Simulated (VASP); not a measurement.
# MnS (F-43m) in VASP: notebook

MnS is run at these levels: PBEsol; tasks: relaxation of cell and atoms, single point.

Program: VASP 6.6.1. These are calculated values, not measurements. Logs are shortened: lines on timing, memory, paths and dates and some standing lists are left out, and cuts for length are marked.

**1. The cell of the first run**

It takes space group F-43m (No. 216, cubic). Conventional cell: a = 5.100 Å, b = 5.100 Å, c = 5.100 Å, α = 90.00°, β = 90.00°, γ = 90.00°. Within 2.9 Å of Mn (site symmetry -43m) lie 4 S at 2.21 Å. S (site symmetry -43m) has 4 Mn at 2.21 Å within 2.9 Å.

**2. Relaxation of cell and atoms, PBEsol, collinear spin, ferromagnetic start, target pressure 12 GPa, at which the enthalpy is minimised**

Input file INCAR:

```
PREC     = Accurate       # precision mode
ENCUT    = 600            # plane-wave cutoff, eV
EDIFF    = 1E-6           # SCF threshold, eV
ISMEAR   = 0              # smearing method
SIGMA    = 0.1            # smearing width, eV
LREAL    = False          # projectors in reciprocal space
LASPH    = True           # aspherical terms in the spheres
NELM     = 150            # most SCF steps
ALGO     = Normal         # electronic algorithm
ISIF     = 3              # what is computed and relaxed
LWAVE    = False          # write WAVECAR
LCHARG   = False          # write CHGCAR
ISPIN    = 2              # spin polarisation
MAGMOM   = 3.67 0         # initial moments
LORBIT   = 11             # projections on sites
LMAXMIX  = 4              # l up to which the mixer works
GGA      = PS             # functional
IBRION   = 2              # ionic algorithm
NSW      = 70             # ionic steps
EDIFFG   = -0.008         # ionic threshold
PSTRESS  = 120.0
```

Input file KPOINTS:

```
Automatic mesh
0
Gamma
  14 14 14
```

Input file POSCAR:

```
MnS
1.0
    0.0000000000      2.5500372533      2.5500372533
    2.5500372533      0.0000000000      2.5500372533
    2.5500372533      2.5500372533      0.0000000000
Mn S
1 1
Direct
    0.0000000000      0.0000000000      0.0000000000
    0.7500000000      0.7500000000      0.7500000000
```

Potentials or basis: VASP PAW PBE potentials, release 64 (Mn_pv, S).

Command:

```sh
cat potpaw_PBE.64/Mn_pv/POTCAR potpaw_PBE.64/S/POTCAR > POTCAR
mpirun -np 1 vasp_std > vasp.out
```

OUTCAR:

```text
PREC = Accurate
   ENCUT = 600
   EDIFF = 1E-6
   ISMEAR = 0
   LREAL = False
   LASPH = True
   NELM = 150
   ISIF = 3
   ISPIN = 2
   LORBIT = 11
   GGA = PS
   IBRION = 2
   NSW = 70
   EDIFFG = -0.008
   PSTRESS = 120.0

 ion  position               nearest neighbor table
   1  0.000  0.000  0.000-   2 2.21   2 2.21   2 2.21   2 2.21
   2  0.750  0.750  0.750-   1 2.21   1 2.21   1 2.21   1 2.21

  LATTYP: Found a face centered cubic cell.
 ALAT       =     5.1000745066

  Lattice vectors:

 A1 = (   0.0000000000,   2.5500372533,   2.5500372533)
 A2 = (   2.5500372533,   0.0000000000,   2.5500372533)
 A3 = (   2.5500372533,   2.5500372533,   0.0000000000)

Analysis of symmetry for initial positions (statically):
=====================================================================
 Subroutine PRICEL returns:
 Original cell was already a primitive cell.

 Routine SETGRP: Setting up the symmetry group for a
 face centered cubic supercell.

 Subroutine GETGRP returns: Found 24 space group operations
 (whereof 24 operations were pure point group operations)
 out of a pool of 48 trial point group operations.

The static configuration has the point symmetry T_d .

Analysis of symmetry for dynamics (positions and initial velocities):
=====================================================================
 Subroutine PRICEL returns:
 Original cell was already a primitive cell.

 Routine SETGRP: Setting up the symmetry group for a
 face centered cubic supercell.

 Subroutine GETGRP returns: Found 24 space group operations
 (whereof 24 operations were pure point group operations)
 out of a pool of 48 trial point group operations.

The dynamic configuration has the point symmetry T_d .

Analysis of structural, dynamic, and magnetic symmetry:
=====================================================================
 Subroutine PRICEL returns:
 Original cell was already a primitive cell.

 Routine SETGRP: Setting up the symmetry group for a
 face centered cubic supercell.

 Subroutine GETGRP returns: Found 24 space group operations
 (whereof 24 operations were pure point group operations)
 out of a pool of 48 trial point group operations.

The overall configuration has the point symmetry T_d .

 Subroutine INISYM returns: Found 24 space group operations
 (whereof 24 operations are pure point group operations),
 and found     1 'primitive' translations

----------------------------------------------------------------------------------------

                                     Primitive cell

  volume of cell :      33.1642

  direct lattice vectors                    reciprocal lattice vectors
     0.000000000  2.550037253  2.550037253    -0.196075567  0.196075567  0.196075567
     2.550037253  0.000000000  2.550037253     0.196075567 -0.196075567  0.196075567
     2.550037253  2.550037253  0.000000000     0.196075567  0.196075567 -0.196075567

  length of vectors
     3.606297268  3.606297268  3.606297268     0.339612844  0.339612844  0.339612844

  position of ions in fractional coordinates (direct lattice)
     0.000000000  0.000000000  0.000000000
     0.750000000  0.750000000  0.750000000

  ion indices of the primitive-cell ions
   primitive index   ion index
                 1           1
                 2           2

----------------------------------------------------------------------------------------

 KPOINTS: Automatic mesh

Automatic generation of k-mesh.
 Grid dimensions read from file:
 generate k-points for:   14   14   14

 Generating k-lattice:

  Cartesian coordinates                     Fractional coordinates (reciprocal lattice)
    -0.014005398  0.014005398  0.014005398     0.071428571  0.000000000  0.000000000
     0.014005398 -0.014005398  0.014005398     0.000000000  0.071428571  0.000000000
     0.014005398  0.014005398 -0.014005398     0.000000000  0.000000000  0.071428571

  Length of vectors
     0.024258060  0.024258060  0.024258060

  Shift w.r.t. Gamma in fractional coordinates (k-lattice)
     0.000000000  0.000000000  0.000000000

 Subroutine IBZKPT returns following result:
 ===========================================

 Found    104 irreducible k-points:

 Following reciprocal coordinates:
            Coordinates               Weight
  0.000000  0.000000  0.000000      1.000000
  0.071429  0.000000  0.000000      8.000000
  0.142857  0.000000  0.000000      8.000000
  0.214286  0.000000  0.000000      8.000000
  0.285714  0.000000  0.000000      8.000000
  0.357143  0.000000  0.000000      8.000000
[... 16 lines left out ...]
  0.214286  0.142857  0.000000     24.000000
  0.285714  0.142857  0.000000     24.000000
 [... further k-points ...]
   k-points           NKPTS =    104   k-points in BZ     NKDIM =    104   number of bands    NBANDS=     15
   number of dos      NEDOS =    301   number of ions     NIONS =      2
   total plane-waves  NPLWV =  27000
   dimension x,y,z NGX =    30 NGY =   30 NGZ =   30
   dimension x,y,z NGXF=    60 NGYF=   60 NGZF=   60
   ions per type =               1   1
   NGX,Y,Z   is equivalent  to a cutoff of  13.83, 13.83, 13.83 a.u.
   NGXF,Y,Z  is equivalent  to a cutoff of  27.66, 27.66, 27.66 a.u.
 SYSTEM =  unknown system
   PREC   = accura    normal or accurate (medium, high low for compatibility)
   ISTART =      0    job   : 0-new  1-cont  2-samecut
   ICHARG =      2    charge: 1-file 2-atom 10-const
   ISPIN  =      2    spin polarized calculation?
   LNONCOLLINEAR =      F non collinear calculations
   LSORBIT =      F    spin-orbit coupling
   LASPH  =      T    aspherical Exc in radial PAW
   ENCUT  =  600.0 eV  44.10 Ry    6.64 a.u.   7.20  7.20  7.20*2*pi/ulx,y,z
   NELM   =    150;   NELMIN=  2; NELMDL= -5     # of ELM steps
   EDIFF  = 0.1E-05   stopping-criterion for ELM
   LREAL  =      F    real-space projection
   EDIFFG = -.8E-02   stopping-criterion for IOM
   NSW    =     70    number of steps for IOM
   IBRION =      2    ionic relax: 0-MD 1-quasi-New 2-CG
   NFREE  =      1    steps in history (QN), initial steepest desc. (CG)
   ISIF   =      3    stress and relaxation
   ISYM   =      2    0-nonsym 1-usesym 2-fastsym
   POTIM  = 0.5000    time-step for ionic-motion
   TEBEG  =    0.0;   TEEND  =   0.0 temperature during run
   PSTRESS=  120.0 pullay stress
   NELECT =      19.0000    total number of electrons
   NUPDOWN=      -1.0000    fix difference up-down
   EMIN   =  10.00;   EMAX   =-10.00  energy-range for DOS
   EFERMI =   0.00;   METHOD = LEGACY
   ISMEAR =     0;   SIGMA  =   0.10  broadening in eV -4-tet -1-fermi 0-gaus
   EFERMI_NEDOS =   21; number of points for ismear=-14 and -15
   IALGO  =     38    algorithm
   IMIX   =      4    mixing-type and parameters
     AMIX     =   0.40;   BMIX     =  1.00
     AMIX_MAG =   1.60;   BMIX_MAG =  1.00
  volume/ion in A,a.u.               =      16.58       111.90
  Fermi-wavevector in a.u.,A,eV,Ry     =   1.359678  2.569419 25.153433  1.848725
  Thomas-Fermi vector in A             =   2.486406
   LORBIT       =     11    0 simple, 1 ext, 2 COOP (PROOUT), +10 PAW based schemes
   GGA     = PS    functional components
   LHFCALC =     F    Hartree Fock is set to
   AEXX    =    0.0000 exact exchange contribution
   IVDW    =     0    specifies the selected vdW correction
   LEPSILON=     F    determine dielectric tensor
   LRPA    =     F    only Hartree local field effects (RPA)
 conjugate gradient relaxation of ions
 spin polarized calculation
 Gauss-broadening in eV      SIGMA  =   0.10
  energy-cutoff  :      600.00
  volume of cell :       33.16
 maximum number of plane-waves:      1123
 NGX is ok and might be reduce to    30
   NGX = 15   NGY = 15   NGZ = 15

--------------------------------------- Ionic step        1  -------------------------------------------

 number of electron      19.0000000 magnetization       2.9429064

 Free energy of the ion-electron system (eV)
  ---------------------------------------------------
  ext. energy  EPLUGINS =         0.00000000
  ---------------------------------------------------
  free energy    TOTEN  =       -14.62158611 eV

  energy without entropy =      -14.60714955  energy(sigma->0) =      -14.61436783

------------------------ aborting loop because EDIFF is reached ----------------------------------------

  FORCE on cell =-STRESS in cart. coord.  units (eV):
  Direction    XX          YY          ZZ          XY          YZ          ZX
  --------------------------------------------------------------------------------------
  -------------------------------------------------------------------------------------
  Total        0.6935956      0.6935956      0.6935956      0.0000000      0.0000000     -0.0000000
  in kB       33.5079092     33.5079092     33.5079092      0.0000000      0.0000000     -0.0000000
  external PRESSURE =     -86.4920908 kB  Pullay stress =     120.0000000 kB
[... 63 lines left out ...]
--------------------------------------- Ionic step        3  -------------------------------------------

 number of electron      19.0000001 magnetization       0.0000148

 number of electron      19.0000001 magnetization      -0.0000465

 E-fermi :  14.1346     XC(G=0): -13.9937

 val. band max:       14.1313201022   @ k =   0.4286   0.1429   0.0000
 cond. band min:      14.1480565863   @ k =  -0.2857   0.2143   0.0714
 fundamental gap:      0.0167364841
 Fermi energy:        14.1346490061

 spin component 1

 k-point     1 :       0.0000    0.0000    0.0000
  band No.  band energies     occupation
      1     -33.5763      1.00000
      2     -33.5763      1.00000
      3     -33.5763      1.00000
      4      -4.1123      1.00000
      5       7.3275      1.00000
      6       7.3275      1.00000
      7       7.3275      1.00000
      8      12.2858      1.00000
      9      12.2858      1.00000
     10      20.7923      0.00000
     11      20.7923      0.00000
     12      20.7923      0.00000
     13      21.2033      0.00000
     14      24.8832      0.00000
     15      24.8832      0.00000
[... 925 lines left out ...]
  enthalpy is  TOTEN    =       -12.6310652889 eV   P V=        2.1121553987

--------------------------------------- Ionic step        5  -------------------------------------------

 number of electron      18.9999993 magnetization      -0.0022123

 Free energy of the ion-electron system (eV)
  ---------------------------------------------------
  ext. energy  EPLUGINS =         0.00000000
  ---------------------------------------------------
  free energy    TOTEN  =       -14.71131409 eV

  energy without entropy =      -14.69848429  energy(sigma->0) =      -14.70489919

 E-fermi :   8.3284     XC(G=0): -11.8777

 val. band max:        8.3263462443   @ k =   0.4286   0.2143   0.0000
 cond. band min:       8.3429777055   @ k =  -0.2857   0.2143   0.0714
 fundamental gap:      0.0166314612
 Fermi energy:         8.3283672629

 spin component 1

 k-point     1 :       0.0000    0.0000    0.0000
  band No.  band energies     occupation
      1     -39.1897      1.00000
      2     -39.1897      1.00000
      3     -39.1897      1.00000
      4      -7.4021      1.00000
      5       3.3368      1.00000
      6       3.3368      1.00000
      7       3.3368      1.00000
      8       7.4868      1.00000
      9       7.4868      1.00000
     10      12.5893      0.00000
     11      12.5893      0.00000
     12      12.5893      0.00000
     13      12.6075      0.00000
     14      16.5962      0.00000
     15      16.5962      0.00000
[... 879 lines left out ...]
  FREE ENERGIE OF THE ION-ELECTRON SYSTEM (eV)
  ---------------------------------------------------
  free  energy   TOTEN  =       -14.7113140917 eV

  energy  without entropy=      -14.6984842872  energy(sigma->0) =      -14.70489919

  enthalpy is  TOTEN    =       -12.6366157356 eV   P V=        2.0746983560

 reached required accuracy - stopping structural energy minimisation

 total charge

# of ion       s       p       d       tot
------------------------------------------
    1        0.393   6.369   5.487  12.249
    2        1.321   2.442   0.000   3.763
--------------------------------------------------
tot          1.714   8.811   5.487  16.012

 magnetization (x)

# of ion       s       p       d       tot
------------------------------------------
    1       -0.000  -0.000  -0.002  -0.002
    2        0.000   0.000   0.000   0.000
--------------------------------------------------
tot         -0.000  -0.000  -0.002  -0.002
```

It took 3.9 min on 1 thread of AMD EPYC 9R45 (Zen 5), shared host; peak memory 0.24 GiB.

Results:

```
Free energy                                                : -14.7113 eV
Relaxed volume                                             : 13.85 Å³/atom
Relaxed cell                                               : a = 3.396 Å, b = 3.396 Å, c = 3.396 Å, α = 60.00°, β = 60.00°, γ = 60.00°
Space group after relaxing (to 0.1 Å)                      : F-43m (No. 216)
Energy change on relaxing (the run minimises the enthalpy) : -44.9 meV/atom
Ionic steps                                                : 5
Pressure after relaxing                                    : 12.0 GPa
Net moment                                                 : 0.00 μB per cell
Valence electrons inside the program's atomic spheres      : Mn 12.25; S 3.76
```

The path:
```
step  energy change (eV)  largest force (eV/Å)  pressure (GPa)  volume (Å³)
   1              0.0000                0.0000            3.35        33.16
   2             -0.1535                0.0000            3.29        29.05
   3              4.0432                0.0000          183.85        18.78
   4             -0.1216                0.0000            8.58        28.20
   5             -0.0897                0.0000           12.01        27.70
```

Final structure:
```
Mn S
1.0
     0.00000    2.40151    2.40151
     2.40151    0.00000    2.40151
     2.40151    2.40151    0.00000
Mn S
1 1
Direct
  0.00000 0.00000 0.00000
  0.75000 0.75000 0.75000
```

Caveat: the cell is relaxed towards a set pressure, so the run minimises the enthalpy, not the energy; the volume moved by over 15 % at a fixed basis, so the end points are rough; the moments typed at the start vanished in this run; the PAW data sets were made with another functional, which shifts forces and pressure a little; semilocal functionals often make such compounds metallic where correlation or magnetic order opens a gap, which also shifts bond lengths. With open d or f shells a metallic result of PBEsol can be an artefact of self-interaction; +U or a hybrid may open a gap.

(Continued in part 2 of 2.)
